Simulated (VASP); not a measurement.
# NaI (Fm-3m) in VASP: further runs

Aim: see how the results for NaI move with the level of theory and the settings. Levels: PBE, HSE06. Tasks: single point.

Everything below comes from runs of VASP 6.6.1. Logs are shortened: lines on timing, memory, paths and dates and some standing lists are left out, and cuts for length are marked.

### 1 The cell of the first run

The structure is cubic, space group Fm-3m (No. 225). The conventional cell has a = 6.459 Å, b = 6.459 Å, c = 6.459 Å, α = 90.00°, β = 90.00°, γ = 90.00°. Na (site symmetry m-3m) has 6 I at 3.23 Å within 4.2 Å. I (site symmetry m-3m) has 6 Na at 3.23 Å within 4.2 Å.

### 2 Single point, PBE

Contents of INCAR:

```
PREC     = Accurate       # precision mode
ENCUT    = 520            # plane-wave cutoff, eV
EDIFF    = 1E-6           # SCF threshold, eV
ISMEAR   = 0              # smearing method
SIGMA    = 0.01           # smearing width, eV
LREAL    = False          # projectors in reciprocal space
LASPH    = True           # aspherical terms in the spheres
NELM     = 60             # most SCF steps
ALGO     = Normal         # electronic algorithm
ISIF     = 2              # what is computed and relaxed
LWAVE    = False          # write WAVECAR
LCHARG   = False          # write CHGCAR
GGA      = PE             # functional
NBANDS   = 14             # bands
```

Contents of KPOINTS:

```
Automatic mesh
0
Gamma
  6 6 6
```

Contents of POSCAR:

```
NaI
1.0
    0.0000000000      3.2297205363      3.2297205363
    3.2297205363      0.0000000000      3.2297205363
    3.2297205363      3.2297205363      0.0000000000
Na I
1 1
Direct
    0.0000000000      0.0000000000      0.0000000000
    0.5000000000      0.5000000000      0.5000000000
```

Potentials or basis: VASP PAW PBE potentials, release 64 (Na_pv, I).

Started as:

```bash
cat potpaw_PBE.64/Na_pv/POTCAR potpaw_PBE.64/I/POTCAR > POTCAR
mpirun -np 1 vasp_std > vasp.out
```

OUTCAR:

```text
PREC = Accurate
   ENCUT = 520
   EDIFF = 1E-6
   ISMEAR = 0
   LREAL = False
   LASPH = True
   NELM = 60
   ISIF = 2
   GGA = PE

 ion  position               nearest neighbor table
   1  0.000  0.000  0.000-
   2  0.500  0.500  0.500-

  LATTYP: Found a face centered cubic cell.
 ALAT       =     6.4594410726

  Lattice vectors:

 A1 = (   0.0000000000,   3.2297205363,   3.2297205363)
 A2 = (   3.2297205363,   0.0000000000,   3.2297205363)
 A3 = (   3.2297205363,   3.2297205363,   0.0000000000)

Analysis of symmetry for initial positions (statically):
=====================================================================
 Subroutine PRICEL returns:
 Original cell was already a primitive cell.

 Routine SETGRP: Setting up the symmetry group for a
 face centered cubic supercell.

 Subroutine GETGRP returns: Found 48 space group operations
 (whereof 48 operations were pure point group operations)
 out of a pool of 48 trial point group operations.

The static configuration has the point symmetry O_h .

Analysis of symmetry for dynamics (positions and initial velocities):
=====================================================================
 Subroutine PRICEL returns:
 Original cell was already a primitive cell.

 Routine SETGRP: Setting up the symmetry group for a
 face centered cubic supercell.

 Subroutine GETGRP returns: Found 48 space group operations
 (whereof 48 operations were pure point group operations)
 out of a pool of 48 trial point group operations.

The dynamic configuration has the point symmetry O_h .

 Subroutine INISYM returns: Found 48 space group operations
 (whereof 48 operations are pure point group operations),
 and found     1 'primitive' translations

----------------------------------------------------------------------------------------

                                     Primitive cell

  volume of cell :      67.3790

  direct lattice vectors                    reciprocal lattice vectors
     0.000000000  3.229720536  3.229720536    -0.154812156  0.154812156  0.154812156
     3.229720536  0.000000000  3.229720536     0.154812156 -0.154812156  0.154812156
     3.229720536  3.229720536  0.000000000     0.154812156  0.154812156 -0.154812156

  length of vectors
     4.567514585  4.567514585  4.567514585     0.268142520  0.268142520  0.268142520

  position of ions in fractional coordinates (direct lattice)
     0.000000000  0.000000000  0.000000000
[... 77 lines left out ...]
   POTIM  = 0.5000    time-step for ionic-motion
   TEBEG  =    0.0;   TEEND  =   0.0 temperature during run
   PSTRESS=    0.0 pullay stress
   NELECT =      14.0000    total number of electrons
   NUPDOWN=      -1.0000    fix difference up-down
   EMIN   =  10.00;   EMAX   =-10.00  energy-range for DOS
   EFERMI =   0.00;   METHOD = LEGACY
   ISMEAR =     0;   SIGMA  =   0.01  broadening in eV -4-tet -1-fermi 0-gaus
   EFERMI_NEDOS =   21; number of points for ismear=-14 and -15
   IALGO  =     38    algorithm
   IMIX   =      4    mixing-type and parameters
     AMIX     =   0.40;   BMIX     =  1.00
     AMIX_MAG =   1.60;   BMIX_MAG =  1.00
  volume/ion in A,a.u.               =      33.69       227.35
  Fermi-wavevector in a.u.,A,eV,Ry     =   0.969637  1.832348 12.792145  0.940196
  Thomas-Fermi vector in A             =   2.099706
   LORBIT       =      0    0 simple, 1 ext, 2 COOP (PROOUT), +10 PAW based schemes
   GGA     = PE    functional components
   LHFCALC =     F    Hartree Fock is set to
   AEXX    =    0.0000 exact exchange contribution
   IVDW    =     0    specifies the selected vdW correction
   LEPSILON=     F    determine dielectric tensor
   LRPA    =     F    only Hartree local field effects (RPA)
 non-spin polarized calculation
 Gauss-broadening in eV      SIGMA  =   0.01
  energy-cutoff  :      520.00
  volume of cell :       67.38
 maximum number of plane-waves:      1837
 NGX is ok and might be reduce to    36
   NGX = 17   NGY = 17   NGZ = 17

 number of electron      13.9999994 magnetization

 Free energy of the ion-electron system (eV)
  ---------------------------------------------------
  ext. energy  EPLUGINS =         0.00000000
  ---------------------------------------------------
  free energy    TOTEN  =        -5.38363562 eV

  energy without entropy =       -5.38363562  energy(sigma->0) =       -5.38363562

 E-fermi :   0.9549     XC(G=0):  -7.7296

 val. band max:        0.8500789296   @ k =   0.0000   0.0000   0.0000
 cond. band min:       4.5071895401   @ k =   0.0000   0.0000   0.0000
 fundamental gap:      3.6571106105
 Fermi energy:         0.9549030879

 k-point     1 :       0.0000    0.0000    0.0000
  band No.  band energies     occupation
      1     -21.5820      2.00000
      2     -21.5820      2.00000
      3     -21.5820      2.00000
      4     -10.1834      2.00000
      5       0.8501      2.00000
      6       0.8501      2.00000
      7       0.8501      2.00000
      8       4.5072      0.00000
      9       8.7796      0.00000
     10       8.7796      0.00000
     11       8.7796      0.00000
     12      10.6080      0.00000
     13      10.6080      0.00000
     14      11.2898      0.00000
[... 241 lines left out ...]
      1     -21.5855      2.00000
      2     -21.5843      2.00000
      3     -21.5839      2.00000
      4      -9.7788      2.00000
      5      -0.8358      2.00000
      6      -0.2660      2.00000
      7      -0.0471      2.00000
      8       6.2157      0.00000
      9       7.3475      0.00000
     10       9.4338      0.00000
     11       9.4928      0.00000
     12      12.4962      0.00000
     13      13.3359      0.00000
     14      13.5130      0.00000

------------------------ aborting loop because EDIFF is reached ----------------------------------------

  FORCE on cell =-STRESS in cart. coord.  units (eV):
  Direction    XX          YY          ZZ          XY          YZ          ZX
  --------------------------------------------------------------------------------------
  -------------------------------------------------------------------------------------
  Total        0.2263365      0.2263365      0.2263365     -0.0000000      0.0000000      0.0000000
  in kB        5.3819593      5.3819593      5.3819593     -0.0000000      0.0000000      0.0000000
  external PRESSURE =       5.3819593 kB  Pullay stress =       0.0000000 kB

 VOLUME and BASIS-vectors are now :
 -----------------------------------------------------------------------------
  energy-cutoff  :      520.00
  volume of cell :       67.38
      direct lattice vectors                 reciprocal lattice vectors
     0.000000000  3.229720536  3.229720536    -0.154812156  0.154812156  0.154812156
     3.229720536  0.000000000  3.229720536     0.154812156 -0.154812156  0.154812156
     3.229720536  3.229720536  0.000000000     0.154812156  0.154812156 -0.154812156

 POSITION                                       TOTAL-FORCE (eV/Angst)
 -----------------------------------------------------------------------------------
      0.00000      0.00000      0.00000        -0.000000      0.000000     -0.000000
      3.22972      3.22972      3.22972         0.000000     -0.000000      0.000000
 -----------------------------------------------------------------------------------
    total drift:                                0.000000      0.000000      0.000000

  FREE ENERGIE OF THE ION-ELECTRON SYSTEM (eV)
  ---------------------------------------------------
  free  energy   TOTEN  =        -5.3836356163 eV

  energy  without entropy=       -5.3836356163  energy(sigma->0) =       -5.38363562
```

OSZICAR:

```text
N       E                     dE             d eps       ncg     rms          rms(c)
DAV:   1     0.877322554172E+02    0.87732E+02   -0.65573E+03   448   0.897E+02
DAV:   2     0.155461476719E+01   -0.86178E+02   -0.81122E+02   492   0.228E+02
DAV:   3    -0.527744349836E+01   -0.68321E+01   -0.67826E+01   580   0.623E+01
DAV:   4    -0.544678546081E+01   -0.16934E+00   -0.16932E+00   562   0.988E+00
DAV:   5    -0.545053158806E+01   -0.37461E-02   -0.37461E-02   596   0.135E+00    0.162E+00
DAV:   6    -0.539011509206E+01    0.60416E-01   -0.69567E-02   526   0.153E+00    0.111E+00
DAV:   7    -0.538161097638E+01    0.85041E-02   -0.64061E-02   556   0.130E+00    0.612E-01
DAV:   8    -0.538365776685E+01   -0.20468E-02   -0.52726E-03   508   0.576E-01    0.182E-01
DAV:   9    -0.538361963917E+01    0.38128E-04   -0.21259E-04   544   0.127E-01    0.376E-02
DAV:  10    -0.538363428531E+01   -0.14646E-04   -0.35612E-05   520   0.598E-02    0.109E-02
DAV:  11    -0.538363529165E+01   -0.10063E-05   -0.40576E-06   568   0.190E-02    0.182E-03
DAV:  12    -0.538363561626E+01   -0.32461E-06   -0.51733E-07   502   0.503E-03
   1 F= -.53836356E+01 E0= -.53836356E+01  d E =-.148986E-51
```

It took 24 s on 1 thread of Intel Xeon 8259CL, shared host; peak memory 0.2 GiB.

What came out:

- Free energy: -5.3836 eV
- Pressure: 0.5 GPa
- Band gap on the k mesh: 3.66 eV

Caveat: spin-orbit coupling is left out, which moves the levels of the heavy elements.

### 3 Single point, HSE06

POSCAR is that of step 2.

Contents of INCAR.step1:

```
SYSTEM = NaI
  ALGO = Normal
  EDIFF = 1E-5
  ENCUT = 520
  GGA = PE
  ISIF = 2
  ISMEAR = 0
  LASPH = .TRUE.
  LREAL = .FALSE.
  LWAVE = .TRUE.
  NBANDS = 14
  NELM = 80
  PREC = Accurate
  SIGMA = 0.01
```

Contents of INCAR.step2:

```
SYSTEM = NaI
  ALGO = Normal
  EDIFF = 1E-6
  ENCUT = 520
  GGA = PE
  HFSCREEN = 0.2079
  ISIF = 2
  ISMEAR = 0
  ISTART = 1
  LASPH = .TRUE.
  LCHARG = .TRUE.
  LELF = .TRUE.
  LHFCALC = .TRUE.
  LREAL = .FALSE.
  LVHAR = .TRUE.
  LWAVE = .FALSE.
  NBANDS = 14
  NELM = 80
  PREC = Accurate
  PRECFOCK = Normal
  SIGMA = 0.01
```

Contents of KPOINTS:

```
k-points
0
G
  4 4 4
  0 0 0
```

Potentials or basis: VASP PAW PBE potentials, release 64 (Na_pv, I).

Started as:

```bash
cat potpaw_PBE.64/Na_pv/POTCAR potpaw_PBE.64/I/POTCAR > POTCAR
cp INCAR.step1 INCAR
mpirun -np 1 vasp_std > vasp.out
cp INCAR.step2 INCAR
mpirun -np 1 vasp_std > vasp.out
```

OUTCAR:

```text
SYSTEM = NaI
   EDIFF = 1E-6
   ENCUT = 520
   GGA = PE
   HFSCREEN = 0.2079
   ISIF = 2
   ISMEAR = 0
   ISTART = 1
   LASPH = .TRUE.
   LHFCALC = .TRUE.
   LREAL = .FALSE.
   NELM = 80
   PREC = Accurate
   PRECFOCK = Normal

 ion  position               nearest neighbor table
   1  0.000  0.000  0.000-
   2  0.500  0.500  0.500-

  LATTYP: Found a face centered cubic cell.
 ALAT       =     6.4594410726

  Lattice vectors:

 A1 = (   0.0000000000,   3.2297205363,   3.2297205363)
 A2 = (   3.2297205363,   0.0000000000,   3.2297205363)
 A3 = (   3.2297205363,   3.2297205363,   0.0000000000)

Analysis of symmetry for initial positions (statically):
=====================================================================
 Subroutine PRICEL returns:
 Original cell was already a primitive cell.

 Routine SETGRP: Setting up the symmetry group for a
 face centered cubic supercell.

 Subroutine GETGRP returns: Found 48 space group operations
 (whereof 48 operations were pure point group operations)
 out of a pool of 48 trial point group operations.

The static configuration has the point symmetry O_h .

Analysis of symmetry for dynamics (positions and initial velocities):
=====================================================================
 Subroutine PRICEL returns:
 Original cell was already a primitive cell.

 Routine SETGRP: Setting up the symmetry group for a
 face centered cubic supercell.

 Subroutine GETGRP returns: Found 48 space group operations
 (whereof 48 operations were pure point group operations)
 out of a pool of 48 trial point group operations.

The dynamic configuration has the point symmetry O_h .

 Subroutine INISYM returns: Found 48 space group operations
 (whereof 48 operations are pure point group operations),
 and found     1 'primitive' translations

----------------------------------------------------------------------------------------

                                     Primitive cell

  volume of cell :      67.3790

  direct lattice vectors                    reciprocal lattice vectors
     0.000000000  3.229720536  3.229720536    -0.154812156  0.154812156  0.154812156
     3.229720536  0.000000000  3.229720536     0.154812156 -0.154812156  0.154812156
     3.229720536  3.229720536  0.000000000     0.154812156  0.154812156 -0.154812156

  length of vectors
     4.567514585  4.567514585  4.567514585     0.268142520  0.268142520  0.268142520

  position of ions in fractional coordinates (direct lattice)
     0.000000000  0.000000000  0.000000000
     0.500000000  0.500000000  0.500000000

  ion indices of the primitive-cell ions
   primitive index   ion index
                 1           1
                 2           2

----------------------------------------------------------------------------------------

 KPOINTS: k-points

Automatic generation of k-mesh.
 Grid dimensions read from file:
 generate k-points for:    4    4    4

 Generating k-lattice:

[... 30 lines left out ...]
   dimension x,y,z NGXF=    72 NGYF=   72 NGZF=   72
   ions per type =               1   1
   NGX,Y,Z   is equivalent  to a cutoff of  13.10, 13.10, 13.10 a.u.
   NGXF,Y,Z  is equivalent  to a cutoff of  26.21, 26.21, 26.21 a.u.
 SYSTEM =  NaI
   PREC   = accura    normal or accurate (medium, high low for compatibility)
   ISTART =      1    job   : 0-new  1-cont  2-samecut
   ICHARG =      0    charge: 1-file 2-atom 10-const
   ISPIN  =      1    spin polarized calculation?
   LNONCOLLINEAR =      F non collinear calculations
   LSORBIT =      F    spin-orbit coupling
   LASPH  =      T    aspherical Exc in radial PAW
   ENCUT  =  520.0 eV  38.22 Ry    6.18 a.u.   8.49  8.49  8.49*2*pi/ulx,y,z
   NELM   =     80;   NELMIN=  2; NELMDL=  0     # of ELM steps
   EDIFF  = 0.1E-05   stopping-criterion for ELM
   LREAL  =      F    real-space projection
   EDIFFG = 0.1E-04   stopping-criterion for IOM
   NSW    =      0    number of steps for IOM
   IBRION =     -1    ionic relax: 0-MD 1-quasi-New 2-CG
   NFREE  =      0    steps in history (QN), initial steepest desc. (CG)
   ISIF   =      2    stress and relaxation
   ISYM   =      3    0-nonsym 1-usesym 2-fastsym
   POTIM  = 0.5000    time-step for ionic-motion
   TEBEG  =    0.0;   TEEND  =   0.0 temperature during run
   PSTRESS=    0.0 pullay stress
   NELECT =      14.0000    total number of electrons
   NUPDOWN=      -1.0000    fix difference up-down
   EMIN   =  10.00;   EMAX   =-10.00  energy-range for DOS
   EFERMI =   0.00;   METHOD = LEGACY
   ISMEAR =     0;   SIGMA  =   0.01  broadening in eV -4-tet -1-fermi 0-gaus
   EFERMI_NEDOS =   21; number of points for ismear=-14 and -15
   IALGO  =     38    algorithm
   IMIX   =      1    mixing-type and parameters
     AMIX     =   0.40;   BMIX     =  1.00
     AMIX_MAG =   1.60;   BMIX_MAG =  1.00
  volume/ion in A,a.u.               =      33.69       227.35
  Fermi-wavevector in a.u.,A,eV,Ry     =   0.969637  1.832348 12.792145  0.940196
  Thomas-Fermi vector in A             =   2.099706
   LORBIT       =      0    0 simple, 1 ext, 2 COOP (PROOUT), +10 PAW based schemes
   GGA     = PE    functional components
   LHFCALC =     T    Hartree Fock is set to
   PRECFOCK=normal    Normal, Fast or Accurate (Low or Medium for compatibility)
   ENCUT4O =  -1.0   cutoff for four orbital integrals eV
   NKREDX  =     1    reduce k-point grid by
   NKREDY  =     1    reduce k-point grid by
   NKREDZ  =     1    reduce k-point grid by
   AEXX    =    0.2500 exact exchange contribution
   HFSCREEN=    0.2079 screening length (either q_TF or 0.3 A-1)
   HFSCREENC=   0.2079 screening length for correlation (either q_TF or 0.3 A-1)
   ENCUTFOCK=  -1.0 apply spherical cutoff to Coloumb kernel
   IVDW    =     0    specifies the selected vdW correction
   LEPSILON=     F    determine dielectric tensor
   LRPA    =     F    only Hartree local field effects (RPA)
 non-spin polarized calculation
 Gauss-broadening in eV      SIGMA  =   0.01
  energy-cutoff  :      520.00
  volume of cell :       67.38
 maximum number of plane-waves:      1837
 NGX is ok and might be reduce to    36
  NGX = 28; NGY = 28; NGZ = 28

 number of electron      13.9999994 magnetization

 Free energy of the ion-electron system (eV)
  ---------------------------------------------------
  ext. energy  EPLUGINS =         0.00000000
  ---------------------------------------------------
  free energy    TOTEN  =        -6.25532736 eV

  energy without entropy =       -6.25532736  energy(sigma->0) =       -6.25532736

 E-fermi :   0.2753     XC(G=0):  -6.4780

 val. band max:        0.1390818568   @ k =   0.0000   0.0000   0.0000
 cond. band min:       4.8100730266   @ k =   0.0000   0.0000   0.0000
 fundamental gap:      4.6709911698
 Fermi energy:         0.2753253905

 k-point     1 :       0.0000    0.0000    0.0000
  band No.  band energies     occupation
      1     -24.6489      2.00000
      2     -24.6489      2.00000
      3     -24.6489      2.00000
      4     -11.8388      2.00000
      5       0.1391      2.00000
      6       0.1391      2.00000
      7       0.1391      2.00000
      8       4.8101      0.00000
      9       9.1499      0.00000
     10       9.1499      0.00000
     11       9.1499      0.00000
     12      11.1004      0.00000
     13      11.1004      0.00000
     14      11.6764      0.00000
[... 105 lines left out ...]
      1     -24.6518      2.00000
      2     -24.6518      2.00000
      3     -24.6506      2.00000
      4     -11.3759      2.00000
      5      -1.3848      2.00000
      6      -1.3848      2.00000
      7      -0.8511      2.00000
      8       7.0664      0.00000
      9       8.6818      0.00000
     10       8.6818      0.00000
     11       9.2106      0.00000
     12      13.4676      0.00000
     13      13.4676      0.00000
     14      14.2291      0.00000

------------------------ aborting loop because EDIFF is reached ----------------------------------------

  FORCE on cell =-STRESS in cart. coord.  units (eV):
  Direction    XX          YY          ZZ          XY          YZ          ZX
  --------------------------------------------------------------------------------------
  -------------------------------------------------------------------------------------
  Total        0.1135048      0.1135048      0.1135048      0.0000000      0.0000000     -0.0000000
  in kB        2.6989826      2.6989826      2.6989826      0.0000000      0.0000000     -0.0000000
  external PRESSURE =       2.6989826 kB  Pullay stress =       0.0000000 kB

 VOLUME and BASIS-vectors are now :
 -----------------------------------------------------------------------------
  energy-cutoff  :      520.00
  volume of cell :       67.38
      direct lattice vectors                 reciprocal lattice vectors
     0.000000000  3.229720536  3.229720536    -0.154812156  0.154812156  0.154812156
     3.229720536  0.000000000  3.229720536     0.154812156 -0.154812156  0.154812156
     3.229720536  3.229720536  0.000000000     0.154812156  0.154812156 -0.154812156

 POSITION                                       TOTAL-FORCE (eV/Angst)
 -----------------------------------------------------------------------------------
      0.00000      0.00000      0.00000         0.000000      0.000000     -0.000000
      3.22972      3.22972      3.22972        -0.000000     -0.000000      0.000000
 -----------------------------------------------------------------------------------
    total drift:                                0.000001      0.000001      0.000001

  FREE ENERGIE OF THE ION-ELECTRON SYSTEM (eV)
  ---------------------------------------------------
  free  energy   TOTEN  =        -6.2553273631 eV

  energy  without entropy=       -6.2553273631  energy(sigma->0) =       -6.25532736
```

Run time: 12 min. Hardware: 1 thread of Intel Xeon 8259CL, shared host; peak memory 0.32 GiB.

What came out:

| Item | Value |
| --- | --- |
| Free energy | -6.2553 eV |
| Pressure | 0.3 GPa |
| Band gap on the k mesh | 4.67 eV |

Caveat: the k points lie up to 0.42 Å⁻¹ apart; the PAW data sets were made with another functional, which shifts forces and pressure a little; spin-orbit coupling is left out, which moves the levels of the heavy elements.
